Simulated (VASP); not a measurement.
Set up this calculation in VASP 6.6.1, as the native input.

```yaml
Task: relaxation of cell and atoms
Functional: PBEsol
Potentials_or_basis: VASP PAW PBE potentials, release 64 (Cd, S)
Cutoff: 500 eV
k_mesh: 7 × 7 × 4
Occupations: fermi-dirac, width 0.05 eV
Spin: no spin polarisation
Target_pressure: 2 GPa
Dipole_correction: no
Further_INCAR_settings: ALGO = Normal; EDIFF = 1e-07; IBRION = 2; EDIFFG = -0.01; NSW = 60; ISIF = 3
```

The structure of CdS (Greenockite) lies in POSCAR:

```
CdS
1.0
    4.1500000000      0.0000000000      0.0000000000
   -2.0750000000      3.5940054257      0.0000000000
    0.0000000000      0.0000000000      6.7370000000
Cd S
2 2
Direct
    0.6666666667      0.3333333333      0.5000000000
    0.3333333333      0.6666666667      0.0000000000
    0.6666666667      0.3333333333      0.8750000000
    0.3333333333      0.6666666667      0.3750000000
```

One way to write it, as run:

INCAR

```
PREC = Accurate
ENCUT = 500
EDIFF = 1E-7
ISMEAR = -1
SIGMA = 0.05
LREAL = F
LASPH = T
NELM = 120
ALGO = Normal
ISIF = 3
LWAVE = F
LCHARG = F
GGA = PS
IBRION = 2
NSW = 60
EDIFFG = -0.01
PSTRESS = 20.0
GGA_COMPAT = F
NELMIN = 4
```

KPOINTS

```
regular mesh
0
Gamma
  7 7 4
```

Potentials or basis: VASP PAW PBE potentials, release 64 (Cd, S).

Launch:

```console
$ cat potpaw_PBE.64/Cd/POTCAR potpaw_PBE.64/S/POTCAR > POTCAR
$ mpirun -np 1 vasp_std > vasp.out
```

It gave:

The relaxed volume is 24.12 Å³/atom and the relaxed cell is a = 4.088 Å, b = 4.088 Å, c = 6.665 Å, α = 90.00°, β = 90.00°, γ = 120.00°. The space group after relaxing (to 0.05 Å) is P6_3mc (No. 186) and the energy change on relaxing (the enthalpy is what falls) is +3.8 meV/atom. The ionic steps are 4, the pressure after relaxing is 2.0 GPa and the band gap on the k mesh is 1.15 eV, direct.

Caveat: the cell is relaxed towards a set pressure, so the enthalpy falls and the energy may rise; the PAW data sets were made with another functional, which shifts forces and pressure a little.

It took 2.3 min on 1 thread of Intel Xeon 6975P-C (shared host), peak memory 0.23 GiB.
